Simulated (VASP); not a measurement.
# Bi (Fm-3m) in VASP: further runs

The runs below take Bi through single point, with PBE.

Everything below comes from runs of VASP 6.6.1. Logs are shortened: lines on timing, memory, paths and dates and some standing lists are left out, and cuts for length are marked.

## 1. The cell of the first run

The structure is cubic, space group Fm-3m (No. 225). The conventional cell has a = 4.822 Å, b = 4.822 Å, c = 4.822 Å, α = 90.00°, β = 90.00°, γ = 90.00°. Within 4.5 Å of Bi (site symmetry m-3m) lie 12 Bi at 3.41 Å.

## 2. Single point, PBE (volume scaled by 0.88)

Input file INCAR:

```
PREC     = Accurate       # precision mode
ENCUT    = 520            # plane-wave cutoff, eV
EDIFF    = 1E-6           # SCF threshold, eV
ISMEAR   = -1             # smearing method
SIGMA    = 0.1            # smearing width, eV
LREAL    = F              # projectors in reciprocal space
LASPH    = T              # aspherical terms in the spheres
NELM     = 80             # most SCF steps
ALGO     = Normal         # electronic algorithm
ISIF     = 2              # what is computed and relaxed
LWAVE    = F              # write WAVECAR
LCHARG   = F              # write CHGCAR
GGA      = PE             # functional
NBANDS   = 14             # bands
```

Input file KPOINTS:

```
regular mesh
0
Gamma
  12 12 12
```

Input file POSCAR:

```
Bi
1.0
    0.0000000000      2.4109251040      2.4109251040
    2.4109251040      0.0000000000      2.4109251040
    2.4109251040      2.4109251040      0.0000000000
Bi
1
Direct
    0.0000000000      0.0000000000      0.0000000000
```

Potentials or basis: VASP PAW PBE potentials, release 64 (Bi_d).

The run is started by

```
$ cat potpaw_PBE.64/Bi_d/POTCAR > POTCAR
$ mpirun -np 1 vasp_std > vasp.out
```

OUTCAR:

```text
PREC = Accurate
   ENCUT = 520
   EDIFF = 1E-6
   ISMEAR = -1
   LREAL = F
   LASPH = T
   NELM = 80
   ISIF = 2
   GGA = PE

 ion  position               nearest neighbor table
   1  0.000  0.000  0.000-

  LATTYP: Found a face centered cubic cell.
 ALAT       =     4.8218502080

  Lattice vectors:

 A1 = (   0.0000000000,   2.4109251040,   2.4109251040)
 A2 = (   2.4109251040,   0.0000000000,   2.4109251040)
 A3 = (   2.4109251040,   2.4109251040,   0.0000000000)

Analysis of symmetry for initial positions (statically):
=====================================================================
 Subroutine PRICEL returns:
 Original cell was already a primitive cell.

 Routine SETGRP: Setting up the symmetry group for a
 face centered cubic supercell.

 Subroutine GETGRP returns: Found 48 space group operations
 (whereof 48 operations were pure point group operations)
 out of a pool of 48 trial point group operations.

The static configuration has the point symmetry O_h .

Analysis of symmetry for dynamics (positions and initial velocities):
=====================================================================
 Subroutine PRICEL returns:
 Original cell was already a primitive cell.

 Routine SETGRP: Setting up the symmetry group for a
 face centered cubic supercell.

 Subroutine GETGRP returns: Found 48 space group operations
 (whereof 48 operations were pure point group operations)
 out of a pool of 48 trial point group operations.

The dynamic configuration has the point symmetry O_h .

 Subroutine INISYM returns: Found 48 space group operations
 (whereof 48 operations are pure point group operations),
 and found     1 'primitive' translations

----------------------------------------------------------------------------------------

                                     Primitive cell

  volume of cell :      28.0273

  direct lattice vectors                    reciprocal lattice vectors
     0.000000000  2.410925104  2.410925104    -0.207389271  0.207389271  0.207389271
     2.410925104  0.000000000  2.410925104     0.207389271 -0.207389271  0.207389271
     2.410925104  2.410925104  0.000000000     0.207389271  0.207389271 -0.207389271

  length of vectors
     3.409562980  3.409562980  3.409562980     0.359208754  0.359208754  0.359208754

  position of ions in fractional coordinates (direct lattice)
     0.000000000  0.000000000  0.000000000

  ion indices of the primitive-cell ions
   primitive index   ion index
                 1           1

----------------------------------------------------------------------------------------

 KPOINTS: regular mesh

Automatic generation of k-mesh.
 Grid dimensions read from file:
 generate k-points for:   12   12   12

 Generating k-lattice:

  Cartesian coordinates                     Fractional coordinates (reciprocal lattice)
    -0.017282439  0.017282439  0.017282439     0.083333333  0.000000000  0.000000000
     0.017282439 -0.017282439  0.017282439     0.000000000  0.083333333  0.000000000
     0.017282439  0.017282439 -0.017282439     0.000000000  0.000000000  0.083333333

  Length of vectors
     0.029934063  0.029934063  0.029934063

  Shift w.r.t. Gamma in fractional coordinates (k-lattice)
     0.000000000  0.000000000  0.000000000

 Subroutine IBZKPT returns following result:
 ===========================================

 Found     72 irreducible k-points:

 Following reciprocal coordinates:
            Coordinates               Weight
  0.000000  0.000000  0.000000      1.000000
  0.083333  0.000000  0.000000      8.000000
  0.166667  0.000000  0.000000      8.000000
  0.250000  0.000000  0.000000      8.000000
  0.333333  0.000000  0.000000      8.000000
  0.416667  0.000000  0.000000      8.000000
[... 16 lines left out ...]
  0.500000  0.166667  0.000000     24.000000
 -0.416667  0.166667  0.000000     24.000000
 [... further k-points ...]
   k-points           NKPTS =     72   k-points in BZ     NKDIM =     72   number of bands    NBANDS=     14
   number of dos      NEDOS =    301   number of ions     NIONS =      1
   total plane-waves  NPLWV =  21952
   dimension x,y,z NGX =    28 NGY =   28 NGZ =   28
   dimension x,y,z NGXF=    56 NGYF=   56 NGZF=   56
   ions per type =               1
   NGX,Y,Z   is equivalent  to a cutoff of  13.65, 13.65, 13.65 a.u.
   NGXF,Y,Z  is equivalent  to a cutoff of  27.30, 27.30, 27.30 a.u.
 SYSTEM =  unknown system
   PREC   = accura    normal or accurate (medium, high low for compatibility)
   ISTART =      0    job   : 0-new  1-cont  2-samecut
   ICHARG =      2    charge: 1-file 2-atom 10-const
   ISPIN  =      1    spin polarized calculation?
   LNONCOLLINEAR =      F non collinear calculations
   LSORBIT =      F    spin-orbit coupling
   LASPH  =      T    aspherical Exc in radial PAW
   ENCUT  =  520.0 eV  38.22 Ry    6.18 a.u.   6.34  6.34  6.34*2*pi/ulx,y,z
   NELM   =     80;   NELMIN=  2; NELMDL= -5     # of ELM steps
   EDIFF  = 0.1E-05   stopping-criterion for ELM
   LREAL  =      F    real-space projection
   EDIFFG = 0.1E-04   stopping-criterion for IOM
   NSW    =      0    number of steps for IOM
   IBRION =     -1    ionic relax: 0-MD 1-quasi-New 2-CG
   NFREE  =      0    steps in history (QN), initial steepest desc. (CG)
   ISIF   =      2    stress and relaxation
   ISYM   =      2    0-nonsym 1-usesym 2-fastsym
   POTIM  = 0.5000    time-step for ionic-motion
   TEBEG  =    0.0;   TEEND  =   0.0 temperature during run
   PSTRESS=    0.0 pullay stress
   NELECT =      15.0000    total number of electrons
   NUPDOWN=      -1.0000    fix difference up-down
   EMIN   =  10.00;   EMAX   =-10.00  energy-range for DOS
   EFERMI =   0.00;   METHOD = LEGACY
   ISMEAR =    -1;   SIGMA  =   0.10  broadening in eV -4-tet -1-fermi 0-gaus
   EFERMI_NEDOS =   21; number of points for ismear=-14 and -15
   IALGO  =     38    algorithm
   IMIX   =      4    mixing-type and parameters
     AMIX     =   0.40;   BMIX     =  1.00
     AMIX_MAG =   1.60;   BMIX_MAG =  1.00
  volume/ion in A,a.u.               =      28.03       189.14
  Fermi-wavevector in a.u.,A,eV,Ry     =   1.329163  2.511754 24.037058  1.766674
  Thomas-Fermi vector in A             =   2.458346
   LORBIT       =      0    0 simple, 1 ext, 2 COOP (PROOUT), +10 PAW based schemes
   GGA     = PE    functional components
   LHFCALC =     F    Hartree Fock is set to
   AEXX    =    0.0000 exact exchange contribution
   IVDW    =     0    specifies the selected vdW correction
   LEPSILON=     F    determine dielectric tensor
   LRPA    =     F    only Hartree local field effects (RPA)
 non-spin polarized calculation
  energy-cutoff  :      520.00
  volume of cell :       28.03
 maximum number of plane-waves:       769
 NGX is ok and might be reduce to    28
   NGX = 13   NGY = 13   NGZ = 13

 number of electron      14.9999997 magnetization

 Free energy of the ion-electron system (eV)
  ---------------------------------------------------
  ext. energy  EPLUGINS =         0.00000000
  ---------------------------------------------------
  free energy    TOTEN  =        -3.62911671 eV

  energy without entropy =       -3.60940226  energy(sigma->0) =       -3.61925948

 E-fermi :   9.4045     XC(G=0): -10.8058

 val. band max:        9.3942770200   @ k =  -0.1667   0.2500   0.0833
 cond. band min:       9.4325993952   @ k =  -0.4167   0.4167   0.0833
 fundamental gap:      0.0383223752
 Fermi energy:         9.4044973717

 k-point     1 :       0.0000    0.0000    0.0000
  band No.  band energies     occupation
      1     -13.8163      2.00000
      2     -13.8163      2.00000
      3     -13.8163      2.00000
      4     -13.7142      2.00000
      5     -13.7142      2.00000
      6      -5.0119      2.00000
      7      15.0562      0.00000
      8      15.0562      0.00000
      9      15.0563      0.00000
     10      18.3490      0.00000
     11      19.4966      0.00000
     12      20.7547      0.00000
     13      20.7547      0.00000
     14      20.7547      0.00000

 k-point     2 :       0.0833    0.0000    0.0000
  band No.  band energies     occupation
      1     -13.8154      2.00000
      2     -13.8088      2.00000
      3     -13.8088      2.00000
      4     -13.7142      2.00000
      5     -13.7142      2.00000
      6      -4.8759      2.00000
      7      13.5348      0.00000
      8      14.8890      0.00000
      9      14.8890      0.00000
     10      17.9556      0.00000
     11      20.2328      0.00000
     12      21.0467      0.00000
     13      21.0467      0.00000
     14      22.3249      0.00000

 k-point     3 :       0.1667    0.0000    0.0000
  band No.  band energies     occupation
      1     -13.8138      2.00000
      2     -13.7941      2.00000
      3     -13.7941      2.00000
      4     -13.7087      2.00000
      5     -13.7087      2.00000
      6      -4.4709      2.00000
      7      10.9026      0.00000
      8      14.4829      0.00000
      9      14.4829      0.00000
     10      17.5180      0.00000
     11      21.2418      0.00000
     12      21.4510      0.00000
     13      21.4510      0.00000
     14      21.5126      0.00000
[... 324 lines left out ...]
 k-point    23 :       0.5000    0.1667    0.0000
  band No.  band energies     occupation
      1     -13.8303      2.00000
      2     -13.7752      2.00000
      3     -13.7568      2.00000
      4     -13.6600      2.00000
      5     -13.6088      2.00000
      6      -1.4083      2.00000
      7       4.2801      2.00000
      8      10.2881      0.00029
      9      11.9773      0.00000
     10      15.9015      0.00000
     11      20.5334      0.00000
     12      21.4825      0.00000
     13      22.7361      0.00000
     14      23.3132      0.00000

 k-point    24 :      -0.4167    0.1667    0.0000
  band No.  band energies     occupation
      1     -13.8214      2.00000
      2     -13.7747      2.00000
      3     -13.7609      2.00000
      4     -13.6465      2.00000
      5     -13.6244      2.00000
      6      -1.2651      2.00000
      7       4.0618      2.00000
      8       9.8344      0.02679
      9      12.4036      0.00000
     10      16.1673      0.00000
     11      20.1371      0.00000
     12      21.0402      0.00000
     13      23.6415      0.00000
     14      24.8011      0.00000

 [... further k-points ...]
[... 5 lines left out ...]
  --------------------------------------------------------------------------------------
  -------------------------------------------------------------------------------------
  Total        1.4955843      1.4955843      1.4955843      0.0000000     -0.0000000      0.0000000
  in kB       85.4949220     85.4949220     85.4949220      0.0000000     -0.0000000      0.0000000
  external PRESSURE =      85.4949220 kB  Pullay stress =       0.0000000 kB

 VOLUME and BASIS-vectors are now :
 -----------------------------------------------------------------------------
  energy-cutoff  :      520.00
  volume of cell :       28.03
      direct lattice vectors                 reciprocal lattice vectors
     0.000000000  2.410925104  2.410925104    -0.207389271  0.207389271  0.207389271
     2.410925104  0.000000000  2.410925104     0.207389271 -0.207389271  0.207389271
     2.410925104  2.410925104  0.000000000     0.207389271  0.207389271 -0.207389271

 POSITION                                       TOTAL-FORCE (eV/Angst)
 -----------------------------------------------------------------------------------
      0.00000      0.00000      0.00000         0.000000     -0.000000      0.000000
 -----------------------------------------------------------------------------------
    total drift:                               -0.000000     -0.000000     -0.000000

  FREE ENERGIE OF THE ION-ELECTRON SYSTEM (eV)
  ---------------------------------------------------
  free  energy   TOTEN  =        -3.6291167085 eV

  energy  without entropy=       -3.6094022567  energy(sigma->0) =       -3.61925948
```

It took 20 s on 1 thread of Intel Xeon Platinum 8488C (Sapphire Rapids), shared host; peak memory 0.17 GiB.

What came out:

| Item | Value |
| --- | --- |
| Free energy | -3.6291 eV |
| Pressure | 8.5 GPa |

Caveat: spin-orbit coupling is left out, which moves the levels of the heavy elements.

## 3. Single point, PBE (volume scaled by 0.92)

Input file INCAR:

```
SYSTEM = Bi
PREC     = Accurate       ! precision mode
ENCUT    = 520            ! plane-wave cutoff, eV
EDIFF    = 1E-6           ! SCF threshold, eV
ISMEAR   = -1             ! smearing method
SIGMA    = 0.1            ! smearing width, eV
LREAL    = .FALSE.        ! projectors in reciprocal space
LASPH    = .TRUE.         ! aspherical terms in the spheres
NELM     = 60             ! most SCF steps
ALGO     = Normal         ! electronic algorithm
ISIF     = 2              ! what is computed and relaxed
LWAVE    = .FALSE.        ! write WAVECAR
LCHARG   = .TRUE.         ! write CHGCAR
GGA      = PE             ! functional
LELF     = .TRUE.         ! ELF
LVHAR    = .TRUE.       
NBANDS   = 14             ! bands
```

Input file KPOINTS:

```
Automatic mesh
0
G
  12 12 12
  0 0 0
```

Input file POSCAR:

```
Bi
1.0
    0.0000000000      2.4469143667      2.4469143667
    2.4469143667      0.0000000000      2.4469143667
    2.4469143667      2.4469143667      0.0000000000
Bi
1
Direct
    0.0000000000      0.0000000000      0.0000000000
```

Potentials or basis: VASP PAW PBE potentials, release 64 (Bi_d).

The run is started by

```
$ cat potpaw_PBE.64/Bi_d/POTCAR > POTCAR
$ mpirun -np 1 vasp_std > vasp.out
```

Run time: 19 s. Hardware: 1 thread of Intel Xeon Platinum 8488C (Sapphire Rapids), shared host; peak memory 0.17 GiB.

Results (log left out):

- Free energy: -3.6827 eV
- Pressure: 4.9 GPa

Levels at points of the mesh, in eV from the Fermi level:
```
           k point  band 3  band 4  band 5  band 6  band 7  band 8  band 9  band 10  band 11  band 12
(0.00, 0.00, 0.00)  -23.18  -23.10  -23.10  -14.08    5.33    5.33    5.33     8.98     9.53    11.09
(0.50, 0.00, 0.00)  -23.18  -23.01  -23.01  -10.89   -5.70    3.59    3.59     7.72     8.52     9.93
(0.50, 0.50, 0.00)  -23.02  -22.99  -22.99   -9.65   -4.83    0.32    0.32     4.06     5.26    17.19
```

Caveat: spin-orbit coupling is left out, which moves the levels of the heavy elements.
